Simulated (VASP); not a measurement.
# WC (rocksalt type) (Fm-3m) in VASP: a series of runs, part 2 of 2

VASP 6.6.1.

## 3. Single point, PBEsol (9.03 Å³/atom)

This run uses another cell than the first one, of 9.03 Å³/atom.

The input, INCAR:

```
SYSTEM = WC
PREC     = Accurate       ! precision mode
ENCUT    = 520            ! plane-wave cutoff, eV
EDIFF    = 1E-6           ! SCF threshold, eV
ISMEAR   = -1             ! smearing method
SIGMA    = 0.1            ! smearing width, eV
LREAL    = .FALSE.        ! projectors in reciprocal space
LASPH    = .TRUE.         ! aspherical terms in the spheres
NELM     = 60             ! most SCF steps
ALGO     = Normal         ! electronic algorithm
ISIF     = 2              ! what is computed and relaxed
LWAVE    = .FALSE.        ! write WAVECAR
LCHARG   = .FALSE.        ! write CHGCAR
GGA      = PS             ! functional
NBANDS   = 16             ! bands
```

The input, KPOINTS:

```
regular mesh
0
G
  15 15 15
  0 0 0
```

The input, POSCAR:

```
WC
1.0
    0.0000000000      2.0822200565      2.0822200565
    2.0822200565      0.0000000000      2.0822200565
    2.0822200565      2.0822200565      0.0000000000
W C
1 1
Direct
    0.0000000000      0.0000000000      0.0000000000
    0.5000000000      0.5000000000      0.5000000000
```

Potentials or basis: VASP PAW PBE potentials, release 64 (W_sv, C).

Launch:

```
> cat potpaw_PBE.64/W_sv/POTCAR potpaw_PBE.64/C/POTCAR > POTCAR
> mpirun -np 1 vasp_std > vasp.out
```

OUTCAR:

```text
SYSTEM = WC
   PREC = Accurate
   ENCUT = 520
   EDIFF = 1E-6
   ISMEAR = -1
   LREAL = .FALSE.
   LASPH = .TRUE.
   NELM = 60
   ISIF = 2
   GGA = PS

 ion  position               nearest neighbor table
   1  0.000  0.000  0.000-   2 2.08   2 2.08   2 2.08   2 2.08   2 2.08   2 2.08
   2  0.500  0.500  0.500-   1 2.08   1 2.08   1 2.08   1 2.08   1 2.08   1 2.08

  LATTYP: Found a face centered cubic cell.
 ALAT       =     4.1644401130

  Lattice vectors:

 A1 = (   0.0000000000,   2.0822200565,   2.0822200565)
 A2 = (   2.0822200565,   0.0000000000,   2.0822200565)
 A3 = (   2.0822200565,   2.0822200565,   0.0000000000)

Analysis of symmetry for initial positions (statically):
=====================================================================
 Subroutine PRICEL returns:
 Original cell was already a primitive cell.

 Routine SETGRP: Setting up the symmetry group for a
 face centered cubic supercell.

 Subroutine GETGRP returns: Found 48 space group operations
 (whereof 48 operations were pure point group operations)
 out of a pool of 48 trial point group operations.

The static configuration has the point symmetry O_h .

Analysis of symmetry for dynamics (positions and initial velocities):
=====================================================================
 Subroutine PRICEL returns:
 Original cell was already a primitive cell.

 Routine SETGRP: Setting up the symmetry group for a
 face centered cubic supercell.

 Subroutine GETGRP returns: Found 48 space group operations
 (whereof 48 operations were pure point group operations)
 out of a pool of 48 trial point group operations.

The dynamic configuration has the point symmetry O_h .

 Subroutine INISYM returns: Found 48 space group operations
 (whereof 48 operations are pure point group operations),
 and found     1 'primitive' translations

----------------------------------------------------------------------------------------

[... 111 lines left out ...]
     AMIX     =   0.40;   BMIX     =  1.00
     AMIX_MAG =   1.60;   BMIX_MAG =  1.00
  volume/ion in A,a.u.               =       9.03        60.92
  Fermi-wavevector in a.u.,A,eV,Ry     =   1.635419  3.090494 36.390079  2.674595
  Thomas-Fermi vector in A             =   2.726895
   LORBIT       =      0    0 simple, 1 ext, 2 COOP (PROOUT), +10 PAW based schemes
   GGA     = PS    functional components
   LHFCALC =     F    Hartree Fock is set to
   AEXX    =    0.0000 exact exchange contribution
   IVDW    =     0    specifies the selected vdW correction
   LEPSILON=     F    determine dielectric tensor
   LRPA    =     F    only Hartree local field effects (RPA)
 non-spin polarized calculation
  energy-cutoff  :      520.00
  volume of cell :       18.06
 maximum number of plane-waves:       531
 NGX is ok and might be reduce to    24
   NGX = 11   NGY = 11   NGZ = 11

 number of electron      18.0000000 magnetization

 Free energy of the ion-electron system (eV)
  ---------------------------------------------------
  ext. energy  EPLUGINS =         0.00000000
  ---------------------------------------------------
  free energy    TOTEN  =       -22.54068407 eV

  energy without entropy =      -22.51514287  energy(sigma->0) =      -22.52791347

 E-fermi :  14.7320     XC(G=0): -14.7214

 val. band max:       14.7237617174   @ k =  -0.4000   0.2667   0.1333
 cond. band min:      14.7386343451   @ k =  -0.2667   0.4000   0.1333
 fundamental gap:      0.0148726277
 Fermi energy:        14.7320291524

 k-point     1 :       0.0000    0.0000    0.0000
  band No.  band energies     occupation
      1     -60.5300      2.00000
      2     -24.4957      2.00000
      3     -24.4957      2.00000
      4     -24.4957      2.00000
      5      -2.4093      2.00000
      6      11.3516      2.00000
[... 433 lines left out ...]
      3     -24.5879      2.00000
      4     -24.5763      2.00000
      5      -1.1431      2.00000
      6       8.0504      2.00000
[... 8 lines left out ...]
     15      27.0902      0.00000
     16      34.5011      0.00000

 [... further k-points ...]

------------------------ aborting loop because EDIFF is reached ----------------------------------------

  FORCE on cell =-STRESS in cart. coord.  units (eV):
  Direction    XX          YY          ZZ          XY          YZ          ZX
  --------------------------------------------------------------------------------------
  -------------------------------------------------------------------------------------
  Total        7.5950689      7.5950689      7.5950689      0.0000000      0.0000000      0.0000000
  in kB      673.9573756    673.9573756    673.9573756      0.0000000      0.0000000      0.0000000
  external PRESSURE =     673.9573756 kB  Pullay stress =       0.0000000 kB

 VOLUME and BASIS-vectors are now :
 -----------------------------------------------------------------------------
  energy-cutoff  :      520.00
  volume of cell :       18.06
      direct lattice vectors                 reciprocal lattice vectors
     0.000000000  2.082220057  2.082220057    -0.240128318  0.240128318  0.240128318
     2.082220057  0.000000000  2.082220057     0.240128318 -0.240128318  0.240128318
     2.082220057  2.082220057  0.000000000     0.240128318  0.240128318 -0.240128318

 POSITION                                       TOTAL-FORCE (eV/Angst)
 -----------------------------------------------------------------------------------
      0.00000      0.00000      0.00000         0.000000      0.000000      0.000000
      2.08222      2.08222      2.08222        -0.000000     -0.000000     -0.000000
 -----------------------------------------------------------------------------------
    total drift:                                0.000000     -0.000000     -0.000000

  FREE ENERGIE OF THE ION-ELECTRON SYSTEM (eV)
  ---------------------------------------------------
  free  energy   TOTEN  =       -22.5406840674 eV

  energy  without entropy=      -22.5151428680  energy(sigma->0) =      -22.52791347
```

Wall time 37 s (1 thread of Intel Xeon 8259CL, shared host); peak memory 0.17 GiB.

What came out:

```
Free energy            : -22.5407 eV
Pressure               : 67.4 GPa
Band gap on the k mesh : zero (bands 9 and 10 overlap by 3.82 eV)
```

Caveat: the cell stands under pressure; the PAW data sets were made with another functional, which shifts forces and pressure a little; spin-orbit coupling is left out, which moves the levels of the heavy elements.

## 4. Single point, PBEsol (9.64 Å³/atom)

This run uses another cell than the first one, of 9.64 Å³/atom.

The input, INCAR:

```
SYSTEM = WC
  ALGO = Normal
  EDIFF = 1E-6
  ENCUT = 520
  GGA = PS
  ISIF = 2
  ISMEAR = -1
  LASPH = .TRUE.
  LCHARG = .FALSE.
  LREAL = .FALSE.
  LWAVE = .FALSE.
  NBANDS = 16
  NELM = 100
  PREC = Accurate
  SIGMA = 0.1
```

The input, KPOINTS:

```
k-points
0
G
  15 15 15
  0 0 0
```

The input, POSCAR:

```
WC
1.0
    0.0000000000      2.1285066885      2.1285066885
    2.1285066885      0.0000000000      2.1285066885
    2.1285066885      2.1285066885      0.0000000000
W C
1 1
Direct
    0.0000000000      0.0000000000      0.0000000000
    0.5000000000      0.5000000000      0.5000000000
```

Potentials or basis: VASP PAW PBE potentials, release 64 (W_sv, C).

Launch:

```
> cat potpaw_PBE.64/W_sv/POTCAR potpaw_PBE.64/C/POTCAR > POTCAR
> mpirun -np 1 vasp_std > vasp.out
```

OUTCAR:

```text
SYSTEM = WC
   EDIFF = 1E-6
   ENCUT = 520
   GGA = PS
   ISIF = 2
   ISMEAR = -1
   LASPH = .TRUE.
   LREAL = .FALSE.
   NELM = 100
   PREC = Accurate

 ion  position               nearest neighbor table
   1  0.000  0.000  0.000-   2 2.13   2 2.13   2 2.13   2 2.13   2 2.13   2 2.13
   2  0.500  0.500  0.500-   1 2.13   1 2.13   1 2.13   1 2.13   1 2.13   1 2.13

  LATTYP: Found a face centered cubic cell.
 ALAT       =     4.2570133770

  Lattice vectors:

[... 643 lines left out ...]

  FORCE on cell =-STRESS in cart. coord.  units (eV):
  Direction    XX          YY          ZZ          XY          YZ          ZX
  --------------------------------------------------------------------------------------
  -------------------------------------------------------------------------------------
  Total        3.4909468      3.4909468      3.4909468      0.0000000     -0.0000000     -0.0000000
  in kB      290.0005096    290.0005096    290.0005096      0.0000000     -0.0000000     -0.0000000
  external PRESSURE =     290.0005096 kB  Pullay stress =       0.0000000 kB

 VOLUME and BASIS-vectors are now :
 -----------------------------------------------------------------------------
  energy-cutoff  :      520.00
  volume of cell :       19.29
      direct lattice vectors                 reciprocal lattice vectors
     0.000000000  2.128506688  2.128506688    -0.234906473  0.234906473  0.234906473
     2.128506688  0.000000000  2.128506688     0.234906473 -0.234906473  0.234906473
     2.128506688  2.128506688  0.000000000     0.234906473  0.234906473 -0.234906473

 POSITION                                       TOTAL-FORCE (eV/Angst)
 -----------------------------------------------------------------------------------
      0.00000      0.00000      0.00000         0.000000     -0.000000      0.000000
      2.12851      2.12851      2.12851        -0.000000      0.000000     -0.000000
 -----------------------------------------------------------------------------------
    total drift:                                0.000000     -0.000000     -0.000000

  FREE ENERGIE OF THE ION-ELECTRON SYSTEM (eV)
  ---------------------------------------------------
  free  energy   TOTEN  =       -22.9039864735 eV

  energy  without entropy=      -22.8762041182  energy(sigma->0) =      -22.89009530
```

It took 37 s on 1 thread of Intel Xeon 8259CL, shared host; peak memory 0.17 GiB.

What came out:

| Item | Value |
| --- | --- |
| Free energy | -22.9040 eV |
| Pressure | 29.0 GPa |
| Band gap on the k mesh | zero (bands 9 and 10 overlap by 3.46 eV) |

Caveat: the cell stands under pressure; the PAW data sets were made with another functional, which shifts forces and pressure a little; spin-orbit coupling is left out, which moves the levels of the heavy elements.

## 5. Single point, PBEsol

This run uses another cell than the first one, of 10.26 Å³/atom.

The input, INCAR:

```
ALGO = Normal
EDIFF = 1E-6
ENCUT = 520
GGA = PS
ISIF = 2
ISMEAR = -1
LASPH = T
LCHARG = T
LELF = T
LREAL = F
LVHAR = T
LWAVE = F
NBANDS = 16
NELM = 80
PREC = Accurate
SIGMA = 0.1
```

The input, KPOINTS:

```
k-points
0
Gamma
  15 15 15
```

The input, POSCAR:

```
WC
1.0
    0.0000000000      2.1728632834      2.1728632834
    2.1728632834      0.0000000000      2.1728632834
    2.1728632834      2.1728632834      0.0000000000
W C
1 1
Direct
    0.0000000000      0.0000000000      0.0000000000
    0.5000000000      0.5000000000      0.5000000000
```

Launch:

```
> cat potpaw_PBE.64/W_sv/POTCAR potpaw_PBE.64/C/POTCAR > POTCAR
> mpirun -np 1 vasp_std > vasp.out
```

Wall time 37 s (1 thread of Intel Xeon 8259CL, shared host); peak memory 0.17 GiB.

The run converged. Its results:

* Free energy: -23.0148 eV
* Pressure: 1.1 GPa
* Band gap on the k mesh: zero (bands 9 and 10 overlap by 3.15 eV)

Levels at points of the mesh, in eV from the Fermi level:
| k point | band 6 | band 7 | band 8 | band 9 | band 10 | band 11 | band 12 | band 13 |
| --- | --- | --- | --- | --- | --- | --- | --- | --- |
| (0.00, 0.00, 0.00) | -2.84 | -2.84 | -2.84 | -1.06 | -1.06 | -1.06 | -0.98 | -0.98 |

Caveat: the PAW data sets were made with another functional, which shifts forces and pressure a little; spin-orbit coupling is left out, which moves the levels of the heavy elements.

## 6. Overview

| cell | gap on the mesh (eV) | pressure (GPa) |
| --- | --- | --- |
| a = 2.853 Å, angles 60.0°, 2 atoms | none | 142.6 |
| a = 2.945 Å, angles 60.0°, 2 atoms | none | 67.4 |
| a = 3.010 Å, angles 60.0°, 2 atoms | none | 29.0 |
| a = 3.073 Å, angles 60.0°, 2 atoms | none | 1.1 |

Alike in all rows: task single point; level PBEsol; potentials or basis VASP PAW PBE potentials, release 64 (W_sv, C); no spin polarisation; k mesh 15 × 15 × 15; cutoff (eV) 520; smearing fermi-dirac 0.1 eV.

Caveats: the PAW data sets were made with another functional, which shifts forces and pressure a little; spin-orbit coupling is left out, which moves the levels of the heavy elements; the cell stands under pressure (at least some runs).

Total energies depend on the potentials used, so only differences within one code and one set of settings carry meaning.
